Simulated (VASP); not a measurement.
Here is a VASP 6.6.1 calculation.

INCAR

```
SYSTEM = B
AGGAC = 1.0 ; AGGAX = 1.0
ALDAC = 0.0 ; ALDAX = 1.0
ALGO = Normal ; EDIFF = 1E-6
ENCUT = 520 ; GGA = B5
ISIF = 2 ; ISMEAR = -1
LASPH = .TRUE. ; LCHARG = .FALSE.
LREAL = .FALSE. ; LWAVE = .FALSE.
NBANDS = 8 ; NELM = 80
PREC = Accurate ; SIGMA = 0.1
```

File KPOINTS:

```
k-points
0
G
  18 18 18
  0 0 0
```

POSCAR

```
B
1.0
    1.9307618502      0.0000000000      0.0000000000
    0.0000000000      1.9307618502      0.0000000000
    0.0000000000      0.0000000000      1.9307618502
B
1
Direct
    0.0000000000      0.0000000000      0.0000000000
```

Potentials or basis: VASP PAW PBE potentials, release 64 (B).

Run with:

```bash
$ cat potpaw_PBE.64/B/POTCAR > POTCAR
$ mpirun -np 1 vasp_std > vasp.out
```

Estimate the pressure.

-6.9 GPa.

Caveat: the PAW data sets were made with another functional, which shifts forces and pressure a little.
